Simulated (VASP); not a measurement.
Crystal: Al2O3 (Corundum).

```
CELL_PARAMETERS angstrom
2.38025 1.37424 4.33187
-2.38025 1.37424 4.33187
0.00000 -2.74848 4.33187
ATOMIC_POSITIONS crystal
Al 0.35216 0.35216 0.35216
Al 0.14784 0.14784 0.14784
Al 0.64784 0.64784 0.64784
Al 0.85216 0.85216 0.85216
O 0.55668 0.94332 0.25000
O 0.25000 0.55668 0.94332
O 0.94332 0.25000 0.55668
O 0.44332 0.05668 0.75000
O 0.75000 0.44332 0.05668
O 0.05668 0.75000 0.44332
```

- Program: VASP 6.6.1
- Task: relaxation of cell and atoms
- Functional: PBE
- Potentials or basis: VASP PAW PBE potentials, release 64 (Al, O)
- Cutoff: 600 eV
- k mesh: 6 × 6 × 6
- Occupations: fermi-dirac, width 0.02 eV
- Spin: no spin polarisation

At the start: pressure 6.9 GPa; volume 8.50 Å³/atom.

Problem. How do energy, volume and symmetry change on relaxing?

Solution. Over 5 steps the energy falls by 5.1 meV/atom and the volume is 8.74 Å³/atom (+2.8 %); space group R-3c (No. 167, to 0.05 Å).

The path:
| step | energy change (eV) | largest force (eV/Å) | pressure (GPa) | volume (Å³) |
| --- | --- | --- | --- | --- |
| 1 | 0.0000 | 0.0276 | 6.85 | 85.02 |
| 2 | -0.0141 | 0.0476 | -5.32 | 89.57 |
| 3 | -0.0505 | 0.0372 | -0.02 | 87.44 |
| 4 | -0.0505 | 0.0370 | 0.11 | 87.39 |
| 5 | -0.0507 | 0.0032 | 0.11 | 87.40 |

Final structure:
```yaml
crystal:
  lattice:
    - [2.40243, 1.38704, 4.37125]
    - [-2.40243, 1.38704, 4.37125]
    - [0.00000, -2.77409, 4.37125]
  atoms:
    - { symbol: Al, position: [0.35214, 0.35214, 0.35214] }
    - { symbol: Al, position: [0.14786, 0.14786, 0.14786] }
    - { symbol: Al, position: [0.64786, 0.64786, 0.64786] }
    - { symbol: Al, position: [0.85214, 0.85214, 0.85214] }
    - { symbol: O, position: [0.55620, 0.94380, 0.25000] }
    - { symbol: O, position: [0.25000, 0.55620, 0.94380] }
    - { symbol: O, position: [0.94380, 0.25000, 0.55620] }
    - { symbol: O, position: [0.44380, 0.05620, 0.75000] }
    - { symbol: O, position: [0.75000, 0.44380, 0.05620] }
    - { symbol: O, position: [0.05620, 0.75000, 0.44380] }
```
